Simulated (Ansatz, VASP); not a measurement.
## Two plane-wave programs on GaSb

Contents of POSCAR:

```
GaSb
1.0
    0.0000000000      3.0032981826      3.0032981826
    3.0032981826      0.0000000000      3.0032981826
    3.0032981826      3.0032981826      0.0000000000
Ga Sb
1 1
Direct
    0.0000000000      0.0000000000      0.0000000000
    0.2500000000      0.2500000000      0.2500000000
```

Contents of INCAR.step1:

```
  PREC = Accurate
  ENCUT = 550
  ISMEAR = -1
  SIGMA = 0.02
  LREAL = False
  LASPH = True
  NELM = 120
  NBANDS = 16
  GGA = PE
  ALGO = Normal
  EDIFF = 1E-5
  LWAVE = True
  LCHARG = False
  GGA_COMPAT = False
```

The input INCAR.step2:

```
  PREC = Accurate
  ENCUT = 550
  EDIFF = 1E-6
  ISMEAR = -1
  SIGMA = 0.02
  LREAL = False
  LASPH = True
  NELM = 120
  ALGO = Normal
  ISIF = 2
  LWAVE = False
  LCHARG = False
  METAGGA = R2SCAN
  LMIXTAU = True
  NBANDS = 16
  ISTART = 1
  GGA_COMPAT = False
```

Contents of KPOINTS:

```
Automatic mesh
0
Gamma
  6 6 6
```

Input for Ansatz:

```yaml
crystal:
  lattice:
    - [0.0, 3.0032981826, 3.0032981826]
    - [3.0032981826, 0.0, 3.0032981826]
    - [3.0032981826, 3.0032981826, 0.0]
  atoms:
    - { symbol: Ga, position: [0.0, 0.0, 0.0] }
    - { symbol: Sb, position: [0.25, 0.25, 0.25] }
kpoints:
  mp_grid: { grid: [6, 6, 6] }
hamiltonian:
  xc: r2scan
scf:
  occupations: { method: fermi_dirac, width: 0.02 }
  n_extra_bands: 4
output:
  forces: true
  stress: true
  eigenvalues: true
```

Alike in both runs: task single point; functional r2SCAN; k mesh 6 × 6 × 6; occupations fermi-dirac, width 0.02 eV; no spin polarisation.

```csv
,VASP,Ansatz
version,VASP 6.6.1,Ansatz 0.2.0
potentials or method,"VASP PAW PBE potentials, release 64 (Ga_d, Sb)","plane waves, PAW"
plane-wave cutoff (eV),550,500
valence electrons in the cell,18,28
```

|  | VASP | Ansatz | Ansatz less VASP |
| --- | --- | --- | --- |
| gap on the k mesh at the Fermi level (eV) | 0.81 | 0.83 | +0.015 |
| pressure (GPa) | 3.9 | 3.8 | -0.11 |

VASP's potentials were made for PBE, not for r2SCAN. VASP's potentials hold 18 valence electrons a cell and Ansatz's 28, so a difference there can come from the potentials and not from the codes.

Neither program's run includes spin-orbit coupling.
